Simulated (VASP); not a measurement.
# Pb in VASP: further runs, part 2 of 2

VASP 6.6.1. Earlier steps stand in the parts before.

## 4. Relaxation of cell and atoms, PBE

This run uses another cell than the first one: it holds 1 atom, not 2.

Input file INCAR:

```
SYSTEM = Pb
PREC = Accurate ; ENCUT = 600
EDIFF = 1E-6 ; ISMEAR = 0
SIGMA = 0.1 ; LREAL = .FALSE.
LASPH = .TRUE. ; NELM = 100
ALGO = Normal ; ISIF = 3
LWAVE = .FALSE. ; LCHARG = .FALSE.
GGA = PE ; IBRION = 2
NSW = 100 ; EDIFFG = -0.01
```

Input file KPOINTS:

```
regular mesh
0
G
  20 20 20
  0 0 0
```

Input file POSCAR:

```
Pb
1.0
   -1.9935559630      1.9935559630      1.9935559630
    1.9935559630     -1.9935559630      1.9935559630
    1.9935559630      1.9935559630     -1.9935559630
Pb
1
Direct
    0.0000000000      0.0000000000      0.0000000000
```

Potentials or basis: VASP PAW PBE potentials, release 64 (Pb_d).

Launch:

```console
$ cat potpaw_PBE.64/Pb_d/POTCAR > POTCAR
$ mpirun -np 1 vasp_std > vasp.out
```

OUTCAR:

```text
SYSTEM = Pb
   PREC = Accurate
   ENCUT = 600
   EDIFF = 1E-6
   ISMEAR = 0
   LREAL = .FALSE.
   LASPH = .TRUE.
   NELM = 100
   ISIF = 3
   GGA = PE
   IBRION = 2
   NSW = 100
   EDIFFG = -0.01

 ion  position               nearest neighbor table
   1  0.000  0.000  0.000-

  LATTYP: Found a body centered cubic cell.
 ALAT       =     3.9871119260

  Lattice vectors:

 A1 = (  -1.9935559630,   1.9935559630,   1.9935559630)
 A2 = (   1.9935559630,  -1.9935559630,   1.9935559630)
 A3 = (   1.9935559630,   1.9935559630,  -1.9935559630)

Analysis of symmetry for initial positions (statically):
=====================================================================
 Subroutine PRICEL returns:
 Original cell was already a primitive cell.

 Routine SETGRP: Setting up the symmetry group for a
 body centered cubic supercell.

 Subroutine GETGRP returns: Found 48 space group operations
 (whereof 48 operations were pure point group operations)
 out of a pool of 48 trial point group operations.

The static configuration has the point symmetry O_h .

[... 204 lines left out ...]
 E-fermi :   6.7192     XC(G=0):  -9.9425

 val. band max:        6.7145942475   @ k =  -0.2000   0.3500   0.0500
 cond. band min:       6.7276737400   @ k =  -0.4500   0.5000   0.3000
 fundamental gap:      0.0130794925
 Fermi energy:         6.7191535171

 k-point     1 :       0.0000    0.0000    0.0000
  band No.  band energies     occupation
      1     -10.3764      2.00000
      2     -10.3764      2.00000
      3     -10.3764      2.00000
      4     -10.1693      2.00000
      5     -10.1693      2.00000
      6      -4.7029      2.00000
      7      13.9076      0.00000
      8      13.9076      0.00000
      9      13.9076      0.00000
     10      17.7467      0.00000
     11      17.7467      0.00000
[... 309 lines left out ...]
 k-point    24 :       0.2500    0.1000   -0.0000
  band No.  band energies     occupation
      1     -10.4124      2.00000
      2     -10.3454      2.00000
      3     -10.2020      2.00000
      4     -10.1785      2.00000
      5     -10.1567      2.00000
      6      -2.8695      2.00000
      7       6.3459      2.00000
      8      10.0189      0.00000
      9      11.8400      0.00000
     10      15.3643      0.00000
     11      17.0164      0.00000

 [... further k-points ...]
[... 5 lines left out ...]
  --------------------------------------------------------------------------------------
  -------------------------------------------------------------------------------------
  Total       -0.0081991     -0.0081991     -0.0081991     -0.0000000     -0.0000000      0.0000000
  in kB       -0.4113661     -0.4113661     -0.4113661     -0.0000000     -0.0000000      0.0000000
  external PRESSURE =      -0.4113661 kB  Pullay stress =       0.0000000 kB

 VOLUME and BASIS-vectors are now :
 -----------------------------------------------------------------------------
  energy-cutoff  :      600.00
  volume of cell :       31.93
      direct lattice vectors                 reciprocal lattice vectors
    -1.998613769  1.998613769  1.998613769     0.000000000  0.250173399  0.250173399
     1.998613769 -1.998613769  1.998613769     0.250173399  0.000000000  0.250173399
     1.998613769  1.998613769 -1.998613769     0.250173399  0.250173399  0.000000000

 POSITION                                       TOTAL-FORCE (eV/Angst)
 -----------------------------------------------------------------------------------
      0.00000      0.00000     -0.00000         0.000000      0.000000      0.000000
 -----------------------------------------------------------------------------------
    total drift:                                0.000000     -0.000000     -0.000000

  FREE ENERGIE OF THE ION-ELECTRON SYSTEM (eV)
  ---------------------------------------------------
  free  energy   TOTEN  =        -3.5236815572 eV

  energy  without entropy=       -3.5208802864  energy(sigma->0) =       -3.52228092

 reached required accuracy - stopping structural energy minimisation
```

CONTCAR:

```text
Pb
   1.00000000000000
    -1.9986137686936261    1.9986137686936261    1.9986137686936261
     1.9986137686936261   -1.9986137686936261    1.9986137686936261
     1.9986137686936261    1.9986137686936261   -1.9986137686936261
  Pb
     1
Direct
     0.0000000000000000    0.0000000000000000    0.0000000000000000

  0.00000000E+00  0.00000000E+00  0.00000000E+00
```

It took 89 s on 1 thread of Intel Xeon 6975P-C, shared host; peak memory 0.25 GiB.

Results:

```yaml
Free_energy: -3.5237 eV
Relaxed_volume: 31.93 Å³/atom
Relaxed_cell: a = 3.462 Å, b = 3.462 Å, c = 3.462 Å, α = 109.47°, β = 109.47°, γ = 109.47°
Space_group_after_relaxing_to_0.05_Å: Im-3m (No. 229)
Energy_gained_by_relaxing: 0.2 meV/atom
Ionic_steps: 2
Pressure_after_relaxing: 0.0 GPa
Band_gap_on_the_k_mesh: zero (band 7 reaches 13.91 eV, above the bottom of band 8 at 4.80 eV)
```

The path:
| step | energy change (eV) | largest force (eV/Å) | pressure (GPa) | volume (Å³) |
| --- | --- | --- | --- | --- |
| 1 | 0.0000 | 0.0000 | 0.27 | 31.69 |
| 2 | -0.0002 | 0.0000 | -0.04 | 31.93 |

Final structure:
```xyz
1
Lattice="-1.9986 1.9986 1.9986 1.9986 -1.9986 1.9986 1.9986 1.9986 -1.9986" Properties=species:S:1:pos:R:3 pbc="T T T"
Pb    0.0000    0.0000    0.0000
```

Caveat: spin-orbit coupling is left out, which moves the levels of the heavy elements.

## 5. Single point, PBE

This run uses another cell than the first one: it holds 1 atom, not 2.

Input file INCAR:

```
PREC = Accurate ; ENCUT = 520
EDIFF = 1E-6 ; ISMEAR = 0
SIGMA = 0.1 ; LREAL = F
LASPH = T ; NELM = 60
ALGO = Normal ; ISIF = 2
LWAVE = F ; LCHARG = F
GGA = PE ; NBANDS = 13
```

Input file KPOINTS:

```
regular mesh
0
Gamma
  6 6 6
```

Input file POSCAR:

```
Pb
1.0
   -1.9796595667      1.9796595667      1.9796595667
    1.9796595667     -1.9796595667      1.9796595667
    1.9796595667      1.9796595667     -1.9796595667
Pb
1
Direct
    0.0000000000      0.0000000000      0.0000000000
```

Potentials or basis: VASP PAW PBE potentials, release 64 (Pb_d).

Launch:

```console
$ cat potpaw_PBE.64/Pb_d/POTCAR > POTCAR
$ mpirun -np 1 vasp_std > vasp.out
```

OUTCAR:

```text
PREC = Accurate
   ENCUT = 520
   EDIFF = 1E-6
   ISMEAR = 0
   LREAL = F
   LASPH = T
   NELM = 60
   ISIF = 2
   GGA = PE

 ion  position               nearest neighbor table
   1  0.000  0.000  0.000-

  LATTYP: Found a body centered cubic cell.
 ALAT       =     3.9593191334

  Lattice vectors:

 A1 = (  -1.9796595667,   1.9796595667,   1.9796595667)
 A2 = (   1.9796595667,  -1.9796595667,   1.9796595667)
[... 424 lines left out ...]
     10      11.5766      0.00000
     11      11.5766      0.00000
     12      23.4100      0.00000
     13      26.1042      0.00000

------------------------ aborting loop because EDIFF is reached ----------------------------------------

  FORCE on cell =-STRESS in cart. coord.  units (eV):
  Direction    XX          YY          ZZ          XY          YZ          ZX
  --------------------------------------------------------------------------------------
  -------------------------------------------------------------------------------------
  Total        0.1601927      0.1601927      0.1601927     -0.0000000     -0.0000000      0.0000000
  in kB        8.2703073      8.2703073      8.2703073     -0.0000000     -0.0000000      0.0000000
  external PRESSURE =       8.2703073 kB  Pullay stress =       0.0000000 kB

 VOLUME and BASIS-vectors are now :
 -----------------------------------------------------------------------------
  energy-cutoff  :      520.00
  volume of cell :       31.03
      direct lattice vectors                 reciprocal lattice vectors
    -1.979659567  1.979659567  1.979659567     0.000000000  0.252568678  0.252568678
     1.979659567 -1.979659567  1.979659567     0.252568678  0.000000000  0.252568678
     1.979659567  1.979659567 -1.979659567     0.252568678  0.252568678  0.000000000

 POSITION                                       TOTAL-FORCE (eV/Angst)
 -----------------------------------------------------------------------------------
      0.00000      0.00000      0.00000        -0.000000      0.000000      0.000000
 -----------------------------------------------------------------------------------
    total drift:                               -0.000000     -0.000000      0.000000

  FREE ENERGIE OF THE ION-ELECTRON SYSTEM (eV)
  ---------------------------------------------------
  free  energy   TOTEN  =        -3.5282266778 eV

  energy  without entropy=       -3.5254273272  energy(sigma->0) =       -3.52682700
```

stdout:

```text
POSCAR found type information on POSCAR Pb
 POSCAR found :  1 types and       1 ions
 scaLAPACK will be used
 LDA part: xc-table for (Slater+PW92), standard interpolation
 POSCAR, INCAR and KPOINTS ok, starting setup
 FFT: planning ... GRIDC
 FFT: planning ... GRID_SOFT
 FFT: planning ... GRID
 WAVECAR not read
 entering main loop
```

Run time: 4.3 s. Hardware: 1 thread of AMD EPYC 9R14 (Zen 4), shared host; peak memory 0.12 GiB.

What came out:

```
Free energy            : -3.5282 eV
Pressure               : 0.8 GPa
Band gap on the k mesh : zero (band 7 reaches 14.46 eV, above the bottom of band 8 at 5.02 eV)
```

Caveat: the k points lie up to 0.37 Å⁻¹ apart; spin-orbit coupling is left out, which moves the levels of the heavy elements.

## 6. Summary

```csv
task,cell,k mesh,cutoff (eV),gap on the mesh (eV),pressure (GPa)
single point,"a = 3.987 Å, angles 89.3°, 2 atoms",6 × 6 × 6,520,none,-0.1
single point,"a = 3.460 Å, angles 109.5°, 1 atom",20 × 20 × 20,520,none,0.0
relaxation of cell and atoms,"relaxed from a = 3.453 Å, angles 109.5°, 1 atom",20 × 20 × 20,600,none,0.0
single point,"a = 3.429 Å, angles 109.5°, 1 atom",6 × 6 × 6,520,none,0.8
```

Alike in all rows: level PBE; potentials or basis VASP PAW PBE potentials, release 64 (Pb_d); no spin polarisation; smearing gaussian 0.1 eV.

Caveats: some runs use coarse meshes; spin-orbit coupling is left out, which moves the levels of the heavy elements.

Total energies depend on the potentials used, so only differences within one code and one set of settings carry meaning.
